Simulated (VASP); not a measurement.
# InP (I4mm) in VASP: notebook

Runs on InP. Level: PBE. Tasks: single point.

Everything below comes from runs of VASP 6.6.1. Logs are shortened: lines on timing, memory, paths and dates and some standing lists are left out, and cuts for length are marked.

## Step 1: The cell of the first run

Symmetry: I4mm, No. 107, tetragonal system. The conventional cell has a = 3.918 Å, b = 3.918 Å, c = 5.411 Å, α = 90.00°, β = 90.00°, γ = 90.00°. Within 3.3 Å of In (site symmetry 4mm) lie 6 P at 2.53 to 2.88 Å. P (site symmetry 4mm) has 6 In at 2.53 to 2.88 Å within 3.3 Å.

## Step 2: Single point, PBE (mode 4 frozen in at -0.141 Å, normal strain along x -0.0233)

INCAR

```
SYSTEM = InP
  PREC = Accurate
  ENCUT = 520
  EDIFF = 1E-6
  ISMEAR = 0
  SIGMA = 0.15
  LREAL = .FALSE.
  LASPH = .TRUE.
  NELM = 60
  ALGO = Normal
  ISIF = 2
  LWAVE = .FALSE.
  LCHARG = .FALSE.
  GGA = PE
  NBANDS = 16
```

KPOINTS

```
Automatic mesh
0
G
  14 14 14
  0 0 0
```

POSCAR

```
InP
1.0
    0.0000000000      2.7701982124      2.7701982124
    2.7056525941      0.0000000000      2.7701982124
    2.7056525941      2.7701982124      0.0000000000
In P
1 1
Direct
   -0.0068507361      0.0068507361      0.0068507361
    0.5253952947      0.4746047053      0.4746047053
```

Potentials or basis: VASP PAW PBE potentials, release 64 (In_d, P).

On the command line:

```bash
cat potpaw_PBE.64/In_d/POTCAR potpaw_PBE.64/P/POTCAR > POTCAR
mpirun -np 1 vasp_std > vasp.out
```

OUTCAR:

```text
SYSTEM = InP
   PREC = Accurate
   ENCUT = 520
   EDIFF = 1E-6
   ISMEAR = 0
   LREAL = .FALSE.
   LASPH = .TRUE.
   NELM = 60
   ISIF = 2
   GGA = PE

 ion  position               nearest neighbor table
   1  0.993  0.007  0.007-   2 2.53   2 2.78   2 2.78   2 2.78   2 2.78   2 2.88
   2  0.525  0.475  0.475-   1 2.53   1 2.78   1 2.78   1 2.78   1 2.78   1 2.88

  LATTYP: Found a body centered tetragonal cell.
 ALAT       =     3.9176518824
 C/A-ratio  =     1.3812623864

  Lattice vectors:

 A1 = (  -2.7056525941,   0.0000000000,  -2.7701982124)
 A2 = (  -2.7056525941,   0.0000000000,   2.7701982124)
 A3 = (   2.7056525941,   2.7701982124,   0.0000000000)

Analysis of symmetry for initial positions (statically):
=====================================================================
 Subroutine PRICEL returns:
 Original cell was already a primitive cell.

 Routine SETGRP: Setting up the symmetry group for a
 body centered tetragonal supercell.

 Subroutine GETGRP returns: Found  8 space group operations
 (whereof  8 operations were pure point group operations)
 out of a pool of 16 trial point group operations.

The static configuration has the point symmetry C_4v.

Analysis of symmetry for dynamics (positions and initial velocities):
=====================================================================
 Subroutine PRICEL returns:
 Original cell was already a primitive cell.

 Routine SETGRP: Setting up the symmetry group for a
 body centered tetragonal supercell.

 Subroutine GETGRP returns: Found  8 space group operations
 (whereof  8 operations were pure point group operations)
 out of a pool of 16 trial point group operations.

The dynamic configuration has the point symmetry C_4v.

 Subroutine INISYM returns: Found  8 space group operations
 (whereof  8 operations are pure point group operations),
 and found     1 'primitive' translations

----------------------------------------------------------------------------------------

                                     Primitive cell

  volume of cell :      41.5263

  direct lattice vectors                    reciprocal lattice vectors
     0.000000000  2.770198212  2.770198212    -0.184798300  0.180492500  0.180492500
     2.705652594  0.000000000  2.770198212     0.184798300 -0.180492500  0.180492500
     2.705652594  2.770198212  0.000000000     0.184798300  0.180492500 -0.180492500

  length of vectors
     3.917651882  3.872280219  3.872280219     0.315127746  0.315127746  0.315127746

  position of ions in fractional coordinates (direct lattice)
     0.993149264  0.006850736  0.006850736
     0.525395295  0.474604705  0.474604705

  ion indices of the primitive-cell ions
   primitive index   ion index
                 1           1
                 2           2

----------------------------------------------------------------------------------------

 KPOINTS: Automatic mesh

Automatic generation of k-mesh.
 Grid dimensions read from file:
 generate k-points for:   14   14   14

 Generating k-lattice:

  Cartesian coordinates                     Fractional coordinates (reciprocal lattice)
    -0.013199879  0.012892321  0.012892321     0.071428571 -0.000000000 -0.000000000
     0.013199879 -0.012892321  0.012892321     0.000000000  0.071428571  0.000000000
     0.013199879  0.012892321 -0.012892321     0.000000000  0.000000000  0.071428571

  Length of vectors
     0.022509125  0.022509125  0.022509125

  Shift w.r.t. Gamma in fractional coordinates (k-lattice)
     0.000000000  0.000000000  0.000000000

 Subroutine IBZKPT returns following result:
 ===========================================

 Found    244 irreducible k-points:

 Following reciprocal coordinates:
            Coordinates               Weight
  0.000000  0.000000  0.000000      1.000000
  0.071429  0.000000  0.000000      8.000000
  0.142857  0.000000  0.000000      8.000000
  0.214286  0.000000  0.000000      8.000000
  0.285714  0.000000  0.000000      8.000000
  0.357143  0.000000  0.000000      8.000000
[... 16 lines left out ...]
  0.214286  0.142857  0.000000     16.000000
  0.285714  0.142857  0.000000     16.000000
 [... further k-points ...]
   k-points           NKPTS =    244   k-points in BZ     NKDIM =    244   number of bands    NBANDS=     16
   number of dos      NEDOS =    301   number of ions     NIONS =      2
   total plane-waves  NPLWV =  27000
   dimension x,y,z NGX =    30 NGY =   30 NGZ =   30
   dimension x,y,z NGXF=    60 NGYF=   60 NGZF=   60
   ions per type =               1   1
   NGX,Y,Z   is equivalent  to a cutoff of  12.73, 12.88, 12.88 a.u.
   NGXF,Y,Z  is equivalent  to a cutoff of  25.46, 25.76, 25.76 a.u.
 SYSTEM =  InP
   PREC   = accura    normal or accurate (medium, high low for compatibility)
   ISTART =      0    job   : 0-new  1-cont  2-samecut
   ICHARG =      2    charge: 1-file 2-atom 10-const
   ISPIN  =      1    spin polarized calculation?
   LNONCOLLINEAR =      F non collinear calculations
   LSORBIT =      F    spin-orbit coupling
   LASPH  =      T    aspherical Exc in radial PAW
   ENCUT  =  520.0 eV  38.22 Ry    6.18 a.u.   7.28  7.20  7.20*2*pi/ulx,y,z
   NELM   =     60;   NELMIN=  2; NELMDL= -5     # of ELM steps
   EDIFF  = 0.1E-05   stopping-criterion for ELM
   LREAL  =      F    real-space projection
   EDIFFG = 0.1E-04   stopping-criterion for IOM
   NSW    =      0    number of steps for IOM
   IBRION =     -1    ionic relax: 0-MD 1-quasi-New 2-CG
   NFREE  =      0    steps in history (QN), initial steepest desc. (CG)
   ISIF   =      2    stress and relaxation
   ISYM   =      2    0-nonsym 1-usesym 2-fastsym
   POTIM  = 0.5000    time-step for ionic-motion
   TEBEG  =    0.0;   TEEND  =   0.0 temperature during run
   PSTRESS=    0.0 pullay stress
   NELECT =      18.0000    total number of electrons
   NUPDOWN=      -1.0000    fix difference up-down
   EMIN   =  10.00;   EMAX   =-10.00  energy-range for DOS
   EFERMI =   0.00;   METHOD = LEGACY
   ISMEAR =     0;   SIGMA  =   0.15  broadening in eV -4-tet -1-fermi 0-gaus
   EFERMI_NEDOS =   21; number of points for ismear=-14 and -15
   IALGO  =     38    algorithm
   IMIX   =      4    mixing-type and parameters
     AMIX     =   0.40;   BMIX     =  1.00
     AMIX_MAG =   1.60;   BMIX_MAG =  1.00
  volume/ion in A,a.u.               =      20.76       140.12
  Fermi-wavevector in a.u.,A,eV,Ry     =   1.238961  2.341297 20.885286  1.535025
  Thomas-Fermi vector in A             =   2.373465
   LORBIT       =      0    0 simple, 1 ext, 2 COOP (PROOUT), +10 PAW based schemes
   GGA     = PE    functional components
   LHFCALC =     F    Hartree Fock is set to
   AEXX    =    0.0000 exact exchange contribution
   IVDW    =     0    specifies the selected vdW correction
   LEPSILON=     F    determine dielectric tensor
   LRPA    =     F    only Hartree local field effects (RPA)
 non-spin polarized calculation
 Gauss-broadening in eV      SIGMA  =   0.15
  energy-cutoff  :      520.00
  volume of cell :       41.53
 maximum number of plane-waves:      1138
 NGX is ok and might be reduce to    30
   NGX = 15   NGY = 15   NGZ = 15

 number of electron      17.9999999 magnetization

 Free energy of the ion-electron system (eV)
  ---------------------------------------------------
  ext. energy  EPLUGINS =         0.00000000
  ---------------------------------------------------
  free energy    TOTEN  =        -7.84937273 eV

  energy without entropy =       -7.83613133  energy(sigma->0) =       -7.84275203

 E-fermi :   7.2764     XC(G=0): -10.4915

 val. band max:        7.2689503737   @ k =   0.1429   0.0714   0.0714
 cond. band min:       7.2770509376   @ k =   0.3571   0.0000   0.0000
 fundamental gap:      0.0081005640
 Fermi energy:         7.2763656071

 k-point     1 :       0.0000    0.0000    0.0000
  band No.  band energies     occupation
      1      -6.9792      2.00000
      2      -6.9366      2.00000
      3      -6.9329      2.00000
      4      -6.9329      2.00000
      5      -6.9100      2.00000
      6      -4.8836      2.00000
[... 8 lines left out ...]
     15      15.9308      0.00000
     16      16.3370      0.00000

 k-point     2 :       0.0714    0.0000    0.0000
  band No.  band energies     occupation
      1      -6.9822      2.00000
      2      -6.9396      2.00000
      3      -6.9315      2.00000
      4      -6.9282      2.00000
      5      -6.9081      2.00000
      6      -4.8182      2.00000
[... 8 lines left out ...]
     15      15.5249      0.00000
     16      16.0828      0.00000

 k-point     3 :       0.1429    0.0000    0.0000
  band No.  band energies     occupation
      1      -6.9914      2.00000
      2      -6.9488      2.00000
      3      -6.9291      2.00000
      4      -6.9145      2.00000
      5      -6.9012      2.00000
      6      -4.6235      2.00000
[... 8 lines left out ...]
     15      15.2701      0.00000
     16      15.8672      0.00000

 k-point     4 :       0.2143    0.0000    0.0000
  band No.  band energies     occupation
      1      -7.0054      2.00000
      2      -6.9620      2.00000
      3      -6.9290      2.00000
      4      -6.8945      2.00000
      5      -6.8876      2.00000
      6      -4.3063      2.00000
[... 8 lines left out ...]
     15      15.7361      0.00000
     16      15.9113      0.00000

 k-point     5 :       0.2857    0.0000    0.0000
  band No.  band energies     occupation
      1      -7.0214      2.00000
      2      -6.9767      2.00000
      3      -6.9314      2.00000
      4      -6.8721      2.00000
      5      -6.8702      2.00000
      6      -3.8837      2.00000
[... 8 lines left out ...]
     15      16.4706      0.00000
     16      16.4802      0.00000

 k-point     6 :       0.3571    0.0000    0.0000
  band No.  band energies     occupation
      1      -7.0359      2.00000
      2      -6.9899      2.00000
      3      -6.9349      2.00000
      4      -6.8536      2.00000
      5      -6.8519      2.00000
      6      -3.3962      2.00000
[... 8 lines left out ...]
     15      17.2959      0.00000
     16      17.3846      0.00000

 k-point     7 :       0.4286    0.0000    0.0000
  band No.  band energies     occupation
      1      -7.0460      2.00000
      2      -6.9990      2.00000
      3      -6.9377      2.00000
      4      -6.8419      2.00000
      5      -6.8378      2.00000
      6      -2.9431      2.00000
[... 8 lines left out ...]
     15      18.1561      0.00000
     16      18.3000      0.00000

 k-point     8 :       0.5000    0.0000    0.0000
  band No.  band energies     occupation
      1      -7.0495      2.00000
      2      -7.0022      2.00000
      3      -6.9387      2.00000
      4      -6.8377      2.00000
      5      -6.8328      2.00000
      6      -2.7369      2.00000
[... 8 lines left out ...]
     15      18.6339      0.00000
     16      18.7793      0.00000

 k-point     9 :       0.0714    0.0714    0.0000
  band No.  band energies     occupation
      1      -6.9834      2.00000
      2      -6.9409      2.00000
      3      -6.9358      2.00000
      4      -6.9262      2.00000
      5      -6.9050      2.00000
      6      -4.7953      2.00000
[... 8 lines left out ...]
     15      16.3065      0.00000
     16      16.6084      0.00000
[... 172 lines left out ...]
 k-point    19 :      -0.2143    0.0714    0.0000
  band No.  band energies     occupation
      1      -7.0154      2.00000
      2      -6.9662      2.00000
      3      -6.9283      2.00000
      4      -6.8874      2.00000
      5      -6.8793      2.00000
      6      -4.1133      2.00000
[... 8 lines left out ...]
     15      16.1195      0.00000
     16      16.9468      0.00000

 k-point    20 :      -0.1429    0.0714   -0.0000
  band No.  band energies     occupation
      1      -7.0003      2.00000
      2      -6.9521      2.00000
      3      -6.9287      2.00000
      4      -6.9020      2.00000
      5      -6.8983      2.00000
      6      -4.4707      2.00000
[... 8 lines left out ...]
     15      16.1775      0.00000
     16      16.3047      0.00000

 k-point    21 :      -0.0714    0.0714   -0.0000
  band No.  band energies     occupation
      1      -6.9885      2.00000
      2      -6.9426      2.00000
      3      -6.9307      2.00000
      4      -6.9172      2.00000
      5      -6.9072      2.00000
      6      -4.7090      2.00000
[... 8 lines left out ...]
     15      15.7759      0.00000
     16      16.3188      0.00000

 k-point    22 :       0.1429    0.1429    0.0000
  band No.  band energies     occupation
      1      -7.0078      2.00000
      2      -6.9441      2.00000
      3      -6.9439      2.00000
      4      -6.9086      2.00000
      5      -6.8910      2.00000
      6      -4.5256      2.00000
[... 8 lines left out ...]
     15      17.2266      0.00000
     16      17.3053      0.00000

 k-point    23 :       0.2143    0.1429    0.0000
  band No.  band energies     occupation
      1      -7.0298      2.00000
      2      -6.9497      2.00000
      3      -6.9443      2.00000
      4      -6.8947      2.00000
      5      -6.8805      2.00000
      6      -4.2818      2.00000
[... 8 lines left out ...]
     15      17.1222      0.00000
     16      17.5930      0.00000

 k-point    24 :       0.2857    0.1429    0.0000
  band No.  band energies     occupation
      1      -7.0511      2.00000
      2      -6.9595      2.00000
      3      -6.9429      2.00000
      4      -6.8813      2.00000
      5      -6.8654      2.00000
      6      -3.9223      2.00000
[... 8 lines left out ...]
     15      17.4470      0.00000
     16      17.6390      0.00000

 [... further k-points ...]
[... 5 lines left out ...]
  --------------------------------------------------------------------------------------
  -------------------------------------------------------------------------------------
  Total        2.0708355      0.1285227      0.1285227      0.0000000      0.0000000      0.0000000
  in kB       79.8973672      4.9586862      4.9586862      0.0000000      0.0000000      0.0000000
  external PRESSURE =      29.9382465 kB  Pullay stress =       0.0000000 kB

 VOLUME and BASIS-vectors are now :
 -----------------------------------------------------------------------------
  energy-cutoff  :      520.00
  volume of cell :       41.53
      direct lattice vectors                 reciprocal lattice vectors
     0.000000000  2.770198212  2.770198212    -0.184798300  0.180492500  0.180492500
     2.705652594  0.000000000  2.770198212     0.184798300 -0.180492500  0.180492500
     2.705652594  2.770198212  0.000000000     0.184798300  0.180492500 -0.180492500

 POSITION                                       TOTAL-FORCE (eV/Angst)
 -----------------------------------------------------------------------------------
      0.03707      2.77020      2.77020        -0.747389      0.000000      0.000000
      2.56823      2.77020      2.77020         0.747389      0.000000      0.000000
 -----------------------------------------------------------------------------------
    total drift:                                0.000084      0.000000      0.000000

  FREE ENERGIE OF THE ION-ELECTRON SYSTEM (eV)
  ---------------------------------------------------
  free  energy   TOTEN  =        -7.8493727330 eV

  energy  without entropy=       -7.8361313299  energy(sigma->0) =       -7.84275203
```

Wall time 2.3 min (1 thread of Intel Xeon 6975P-C (Granite Rapids), shared host); peak memory 0.28 GiB.

What came out:

```
Free energy            : -7.8494 eV
Pressure               : 3.0 GPa
Largest force          : 0.747 eV/Å
Band gap on the k mesh : zero (band 9 reaches 7.58 eV, above the bottom of band 10 at 4.83 eV)
```

Forces in eV/Å, atoms in the order of the input:
```
In  -0.747  0.000  0.000
P    0.747  0.000  0.000
```

Caveat: the cell differs from its parent crystal (mode 4 frozen in at -0.141 Å, normal strain along x -0.0233); spin-orbit coupling is left out, which moves the levels of the heavy elements.

(Part 1 of 2 ends here.)
